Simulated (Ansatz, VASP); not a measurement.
# Al3Cu in VASP and in Ansatz

The input INCAR:

```
SYSTEM = Al3Cu
ALGO = Fast ; EDIFF = 1E-6
ENCUT = 520 ; GGA = PS
ISIF = 2 ; ISMEAR = 0
LASPH = .TRUE. ; LCHARG = .FALSE.
LREAL = .FALSE. ; LWAVE = .FALSE.
NBANDS = 18 ; NELM = 100
PREC = Accurate ; SIGMA = 0.15
```

Contents of KPOINTS:

```
k-points
0
G
  12 12 12
  0 0 0
```

File POSCAR:

```
Al3Cu
1.0
    4.0869714669      0.0000000000      0.0000000000
    0.0000000000      3.8923537780      0.0000000000
    0.0000000000      0.0000000000      3.8923537780
Al Cu
3 1
Direct
    0.0000000000      0.5000000000      0.5000000000
    0.5000000000      0.0000000000      0.5000000000
    0.5000000000      0.5000000000      0.0000000000
    0.0000000000      0.0000000000      0.0000000000
```

Input for Ansatz:

```yaml
crystal:
  lattice:
    - [4.0869714669, 0.0, 0.0]
    - [0.0, 3.892353778, 0.0]
    - [0.0, 0.0, 3.892353778]
  atoms:
    - { symbol: Al, position: [0.0, 0.5, 0.5] }
    - { symbol: Al, position: [0.5, 0.0, 0.5] }
    - { symbol: Al, position: [0.5, 0.5, 0.0] }
    - { symbol: Cu, position: [0.0, 0.0, 0.0] }
basis:
  ecutwfc: 420
kpoints:
  mp_grid: { grid: [12, 12, 12] }
hamiltonian:
  xc: pbesol
scf:
  occupations: { method: gaussian, width: 0.15 }
output:
  forces: true
  stress: true
  eigenvalues: true
```

Change from the starting cell: strain +0.0500 x Voigt [1, 0, 0, 0, 0, 0], atoms carried along.

Alike in both runs: task single point; functional PBEsol; k mesh 12 × 12 × 12; occupations gaussian, width 0.15 eV; no spin polarisation.

|  | VASP | Ansatz |
| --- | --- | --- |
| version | VASP 6.6.1 | Ansatz 0.2.0 |
| potentials or method | VASP PAW PBE potentials, release 64 (Al, Cu), cutoff 520 eV | scalar-relativistic, plane waves, PAW |
| valence electrons in the cell | 20 | 28 |

```csv
,VASP,Ansatz,Ansatz less VASP
gap on the k mesh at the Fermi level (eV),none,none,-
pressure (GPa),-3.8,-4.3,-0.47
"traceless stress, the component that is largest in VASP (GPa)",-3.51,-3.49,+0.024
```

VASP's potentials were made for PBE, not for PBEsol. A gap of «none» marks a metal or a gap that the smearing closes. With one functional, cell and mesh, what is left measures potentials, basis and numerics. VASP's potentials hold 20 valence electrons a cell and Ansatz's 28, so a difference there can come from the potentials and not from the codes.
